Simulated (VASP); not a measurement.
# TlCl (Pm-3m) in VASP: notebook

TlCl is run at these levels: PBEsol; tasks: single point, relaxation of cell and atoms.

All numbers are computed with VASP 6.6.1; they aren't measurements. Logs are shortened: lines on timing, memory, paths and dates and some standing lists are left out, and cuts for length are marked.

**1. The cell of the first run**

Symmetry: Pm-3m, No. 221, cubic system. Conventional cell: a = 3.769 Å, b = 3.769 Å, c = 3.769 Å, α = 90.00°, β = 90.00°, γ = 90.00°. Within 4.3 Å of Tl (site symmetry m-3m) lie 8 Cl at 3.26 Å and 6 Tl at 3.77 Å. Within 4.3 Å of Cl (site symmetry m-3m) lie 8 Tl at 3.26 Å and 6 Cl at 3.77 Å.

**2. Single point, PBEsol**

The input, INCAR:

```
SYSTEM = TlCl
PREC = Accurate
ENCUT = 500
EDIFF = 1E-6
ISMEAR = 0
SIGMA = 0.02
LREAL = .FALSE.
LASPH = .TRUE.
NELM = 120
ALGO = Normal
ISIF = 2
LWAVE = .FALSE.
LCHARG = .FALSE.
GGA = PS
NBANDS = 17
GGA_COMPAT = .FALSE.
```

The input, KPOINTS:

```
Automatic mesh
0
G
  8 8 8
  0 0 0
```

The input, POSCAR:

```
TlCl
1.0
    3.7693044260      0.0000000000      0.0000000000
    0.0000000000      3.7693044260      0.0000000000
    0.0000000000      0.0000000000      3.7693044260
Tl Cl
1 1
Direct
    0.0000000000      0.0000000000      0.0000000000
    0.5000000000      0.5000000000      0.5000000000
```

Potentials or basis: VASP PAW PBE potentials, release 64 (Tl_d, Cl).

Started as:

```sh
$ cat potpaw_PBE.64/Tl_d/POTCAR potpaw_PBE.64/Cl/POTCAR > POTCAR
$ mpirun -np 1 vasp_std > vasp.out
```

OUTCAR:

```text
SYSTEM = TlCl
   PREC = Accurate
   ENCUT = 500
   EDIFF = 1E-6
   ISMEAR = 0
   LREAL = .FALSE.
   LASPH = .TRUE.
   NELM = 120
   ISIF = 2
   GGA = PS

 ion  position               nearest neighbor table
   1  0.000  0.000  0.000-   2 3.26   2 3.26   2 3.26   2 3.26   2 3.26   2 3.26   2 3.26   2 3.26

   2  0.500  0.500  0.500-   1 3.26   1 3.26   1 3.26   1 3.26   1 3.26   1 3.26   1 3.26   1 3.26

  LATTYP: Found a simple cubic cell.
 ALAT       =     3.7693044260

  Lattice vectors:

 A1 = (   3.7693044260,   0.0000000000,   0.0000000000)
 A2 = (   0.0000000000,   3.7693044260,   0.0000000000)
 A3 = (   0.0000000000,   0.0000000000,   3.7693044260)

Analysis of symmetry for initial positions (statically):
=====================================================================
 Subroutine PRICEL returns:
 Original cell was already a primitive cell.

 Routine SETGRP: Setting up the symmetry group for a
 simple cubic supercell.

 Subroutine GETGRP returns: Found 48 space group operations
 (whereof 48 operations were pure point group operations)
 out of a pool of 48 trial point group operations.

The static configuration has the point symmetry O_h .

Analysis of symmetry for dynamics (positions and initial velocities):
=====================================================================
 Subroutine PRICEL returns:
 Original cell was already a primitive cell.

 Routine SETGRP: Setting up the symmetry group for a
 simple cubic supercell.

 Subroutine GETGRP returns: Found 48 space group operations
 (whereof 48 operations were pure point group operations)
 out of a pool of 48 trial point group operations.

The dynamic configuration has the point symmetry O_h .

 Subroutine INISYM returns: Found 48 space group operations
 (whereof 48 operations are pure point group operations),
 and found     1 'primitive' translations

----------------------------------------------------------------------------------------

                                     Primitive cell

  volume of cell :      53.5530

  direct lattice vectors                    reciprocal lattice vectors
     3.769304426  0.000000000  0.000000000     0.265300938  0.000000000  0.000000000
     0.000000000  3.769304426  0.000000000     0.000000000  0.265300938  0.000000000
     0.000000000  0.000000000  3.769304426     0.000000000  0.000000000  0.265300938

  length of vectors
     3.769304426  3.769304426  3.769304426     0.265300938  0.265300938  0.265300938

  position of ions in fractional coordinates (direct lattice)
     0.000000000  0.000000000  0.000000000
     0.500000000  0.500000000  0.500000000

  ion indices of the primitive-cell ions
   primitive index   ion index
                 1           1
                 2           2

----------------------------------------------------------------------------------------

 KPOINTS: Automatic mesh

Automatic generation of k-mesh.
 Grid dimensions read from file:
 generate k-points for:    8    8    8

 Generating k-lattice:

  Cartesian coordinates                     Fractional coordinates (reciprocal lattice)
     0.033162617  0.000000000  0.000000000     0.125000000  0.000000000  0.000000000
     0.000000000  0.033162617  0.000000000     0.000000000  0.125000000  0.000000000
     0.000000000  0.000000000  0.033162617     0.000000000  0.000000000  0.125000000

  Length of vectors
     0.033162617  0.033162617  0.033162617

  Shift w.r.t. Gamma in fractional coordinates (k-lattice)
     0.000000000  0.000000000  0.000000000

 Subroutine IBZKPT returns following result:
 ===========================================

 Found     35 irreducible k-points:

 Following reciprocal coordinates:
            Coordinates               Weight
  0.000000  0.000000  0.000000      1.000000
  0.125000  0.000000  0.000000      6.000000
  0.250000  0.000000  0.000000      6.000000
  0.375000  0.000000  0.000000      6.000000
  0.500000  0.000000  0.000000      3.000000
  0.125000  0.125000  0.000000     12.000000
[... 16 lines left out ...]
  0.375000  0.375000  0.125000     24.000000
  0.500000  0.375000  0.125000     24.000000
 [... further k-points ...]
   k-points           NKPTS =     35   k-points in BZ     NKDIM =     35   number of bands    NBANDS=     17
   number of dos      NEDOS =    301   number of ions     NIONS =      2
   total plane-waves  NPLWV =  21952
   dimension x,y,z NGX =    28 NGY =   28 NGZ =   28
   dimension x,y,z NGXF=    56 NGYF=   56 NGZF=   56
   ions per type =               1   1
   NGX,Y,Z   is equivalent  to a cutoff of  12.35, 12.35, 12.35 a.u.
   NGXF,Y,Z  is equivalent  to a cutoff of  24.70, 24.70, 24.70 a.u.
 SYSTEM =  TlCl
   PREC   = accura    normal or accurate (medium, high low for compatibility)
   ISTART =      0    job   : 0-new  1-cont  2-samecut
   ICHARG =      2    charge: 1-file 2-atom 10-const
   ISPIN  =      1    spin polarized calculation?
   LNONCOLLINEAR =      F non collinear calculations
   LSORBIT =      F    spin-orbit coupling
   LASPH  =      T    aspherical Exc in radial PAW
   ENCUT  =  500.0 eV  36.75 Ry    6.06 a.u.   6.87  6.87  6.87*2*pi/ulx,y,z
   NELM   =    120;   NELMIN=  2; NELMDL= -5     # of ELM steps
   EDIFF  = 0.1E-05   stopping-criterion for ELM
   LREAL  =      F    real-space projection
   EDIFFG = 0.1E-04   stopping-criterion for IOM
   NSW    =      0    number of steps for IOM
   IBRION =     -1    ionic relax: 0-MD 1-quasi-New 2-CG
   NFREE  =      0    steps in history (QN), initial steepest desc. (CG)
   ISIF   =      2    stress and relaxation
   ISYM   =      2    0-nonsym 1-usesym 2-fastsym
   POTIM  = 0.5000    time-step for ionic-motion
   TEBEG  =    0.0;   TEEND  =   0.0 temperature during run
   PSTRESS=    0.0 pullay stress
   NELECT =      20.0000    total number of electrons
   NUPDOWN=      -1.0000    fix difference up-down
   EMIN   =  10.00;   EMAX   =-10.00  energy-range for DOS
   EFERMI =   0.00;   METHOD = LEGACY
   ISMEAR =     0;   SIGMA  =   0.02  broadening in eV -4-tet -1-fermi 0-gaus
   EFERMI_NEDOS =   21; number of points for ismear=-14 and -15
   IALGO  =     38    algorithm
   IMIX   =      4    mixing-type and parameters
     AMIX     =   0.40;   BMIX     =  1.00
     AMIX_MAG =   1.60;   BMIX_MAG =  1.00
  volume/ion in A,a.u.               =      26.78       180.70
  Fermi-wavevector in a.u.,A,eV,Ry     =   1.178936  2.227866 18.910607  1.389890
  Thomas-Fermi vector in A             =   2.315256
   LORBIT       =      0    0 simple, 1 ext, 2 COOP (PROOUT), +10 PAW based schemes
   GGA     = PS    functional components
   LHFCALC =     F    Hartree Fock is set to
   AEXX    =    0.0000 exact exchange contribution
   IVDW    =     0    specifies the selected vdW correction
   LEPSILON=     F    determine dielectric tensor
   LRPA    =     F    only Hartree local field effects (RPA)
 non-spin polarized calculation
 Gauss-broadening in eV      SIGMA  =   0.02
  energy-cutoff  :      500.00
  volume of cell :       53.55
 maximum number of plane-waves:      1382
 NGX is ok and might be reduce to    28
   NGX = 13   NGY = 13   NGZ = 13

 number of electron      20.0000008 magnetization

 Free energy of the ion-electron system (eV)
  ---------------------------------------------------
  ext. energy  EPLUGINS =         0.00000000
  ---------------------------------------------------
  free energy    TOTEN  =        -6.46930445 eV

  energy without entropy =       -6.46930445  energy(sigma->0) =       -6.46930445

 E-fermi :   3.3460     XC(G=0):  -9.6202

 val. band max:        3.1981120709   @ k =   0.5000   0.0000   0.0000
 cond. band min:       4.9990213930   @ k =   0.5000   0.0000   0.0000
 fundamental gap:      1.8009093221
 Fermi energy:         3.3460330661

 k-point     1 :       0.0000    0.0000    0.0000
  band No.  band energies     occupation
      1     -10.9081      2.00000
      2      -6.8290      2.00000
      3      -6.8290      2.00000
      4      -6.5415      2.00000
      5      -6.5415      2.00000
      6      -6.5415      2.00000
[... 9 lines left out ...]
     16      16.0866      0.00000
     17      17.3866      0.00000

 k-point     2 :       0.1250    0.0000    0.0000
  band No.  band energies     occupation
      1     -10.8662      2.00000
      2      -6.8262      2.00000
      3      -6.7989      2.00000
      4      -6.5565      2.00000
      5      -6.5565      2.00000
      6      -6.5401      2.00000
[... 9 lines left out ...]
     16      16.9304      0.00000
     17      17.2196      0.00000

 k-point     3 :       0.2500    0.0000    0.0000
  band No.  band energies     occupation
      1     -10.7611      2.00000
      2      -6.8196      2.00000
      3      -6.7290      2.00000
      4      -6.5922      2.00000
      5      -6.5922      2.00000
      6      -6.5369      2.00000
[... 9 lines left out ...]
     16      16.3107      0.00000
     17      17.3473      0.00000

 k-point     4 :       0.3750    0.0000    0.0000
  band No.  band energies     occupation
      1     -10.6499      2.00000
      2      -6.8130      2.00000
      3      -6.6644      2.00000
      4      -6.6273      2.00000
      5      -6.6273      2.00000
      6      -6.5336      2.00000
[... 9 lines left out ...]
     16      15.5686      0.00000
     17      17.2912      0.00000
[... 343 lines left out ...]
      1     -10.5152      2.00000
      2      -6.7150      2.00000
      3      -6.6667      2.00000
      4      -6.5934      2.00000
      5      -6.5858      2.00000
      6      -6.5531      2.00000
[... 9 lines left out ...]
     16      15.0963      0.00000
     17      17.3863      0.00000

 k-point    23 :       0.3750    0.3750    0.1250
  band No.  band energies     occupation
      1     -10.4901      2.00000
      2      -6.6949      2.00000
      3      -6.6476      2.00000
      4      -6.6256      2.00000
      5      -6.5783      2.00000
      6      -6.5178      2.00000
[... 9 lines left out ...]
     16      14.8716      0.00000
     17      16.7281      0.00000

 k-point    24 :       0.5000    0.3750    0.1250
  band No.  band energies     occupation
      1     -10.4658      2.00000
      2      -6.6866      2.00000
      3      -6.6523      2.00000
      4      -6.6238      2.00000
      5      -6.5841      2.00000
      6      -6.4877      2.00000
[... 9 lines left out ...]
     16      14.7545      0.00000
     17      17.2378      0.00000

 [... further k-points ...]
[... 5 lines left out ...]
  --------------------------------------------------------------------------------------
  -------------------------------------------------------------------------------------
  Total       -0.0245735     -0.0245735     -0.0245735      0.0000000      0.0000000      0.0000000
  in kB       -0.7351797     -0.7351797     -0.7351797      0.0000000      0.0000000      0.0000000
  external PRESSURE =      -0.7351797 kB  Pullay stress =       0.0000000 kB

 VOLUME and BASIS-vectors are now :
 -----------------------------------------------------------------------------
  energy-cutoff  :      500.00
  volume of cell :       53.55
      direct lattice vectors                 reciprocal lattice vectors
     3.769304426  0.000000000  0.000000000     0.265300938  0.000000000  0.000000000
     0.000000000  3.769304426  0.000000000     0.000000000  0.265300938  0.000000000
     0.000000000  0.000000000  3.769304426     0.000000000  0.000000000  0.265300938

 POSITION                                       TOTAL-FORCE (eV/Angst)
 -----------------------------------------------------------------------------------
      0.00000      0.00000      0.00000         0.000000      0.000000      0.000000
      1.88465      1.88465      1.88465         0.000000      0.000000      0.000000
 -----------------------------------------------------------------------------------
    total drift:                               -0.000000      0.000000      0.000000

  FREE ENERGIE OF THE ION-ELECTRON SYSTEM (eV)
  ---------------------------------------------------
  free  energy   TOTEN  =        -6.4693044495 eV

  energy  without entropy=       -6.4693044495  energy(sigma->0) =       -6.46930445
```

It took 14 s on 1 thread of Intel Xeon Platinum 8488C (Sapphire Rapids), shared host; peak memory 0.17 GiB.

What came out:

| Property | Result |
| --- | --- |
| Free energy | -6.4693 eV |
| Pressure | -0.1 GPa |
| Band gap on the k mesh | 1.80 eV |

Caveat: the PAW data sets were made with another functional, which shifts forces and pressure a little; spin-orbit coupling is left out, which moves the levels of the heavy elements. A k mesh can miss the band edges.

[end of part 1 of 2]
